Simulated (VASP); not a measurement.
B2P3: single point with PBE

Crystal: B2P3.

```
CELL_PARAMETERS angstrom
2.42211 1.39840 3.16675
-2.42211 1.39840 3.16675
0.00000 -2.79681 3.16675
ATOMIC_POSITIONS crystal
B 0.50000 0.50000 0.50000
B 0.00000 0.00000 0.00000
P 0.00000 0.00000 0.50000
P 0.50000 0.00000 0.00000
P 0.00000 0.50000 0.00000
```

```
Program                : VASP 6.6.1
Task                   : single point
Functional             : PBE
Potentials or basis    : VASP PAW PBE potentials, release 64 (B, P)
Cutoff                 : 520 eV
k mesh                 : 12 × 12 × 12
Occupations            : gaussian, width 0.1 eV
Spin                   : no spin polarisation
Dipole correction      : no
Further INCAR settings : ALGO = Normal; EDIFF = 1e-06; NBANDS = 18
```

```
Pressure : -0.2 GPa
```

Stress tensor (GPa, compression positive):
```
-0.26  0.00  0.00
 0.00 -0.26  0.00
 0.00  0.00 -0.14
```

Levels at points of the mesh, in eV from the Fermi level:
```tsv
k point	band 9	band 10	band 11	band 12	band 13	band 14
(0.00, 0.00, 0.00)	-2.93	-2.93	-2.03	1.16	3.62	4.05
(0.50, 0.00, 0.00)	-2.16	-1.91	-1.25	-0.44	1.83	2.37
(0.50, 0.50, 0.00)	-1.71	-1.30	0.10	1.27	1.86	2.13
(0.50, 0.50, 0.50)	0.85	0.89	0.89	1.72	2.29	2.29
```

Wall time 2.2 min on 1 thread of Intel(R) Xeon(R) Platinum 8259CL CPU @ 2.50GHz (Skylake/Cascade Lake), on a shared host, peak memory 0.3 GiB.
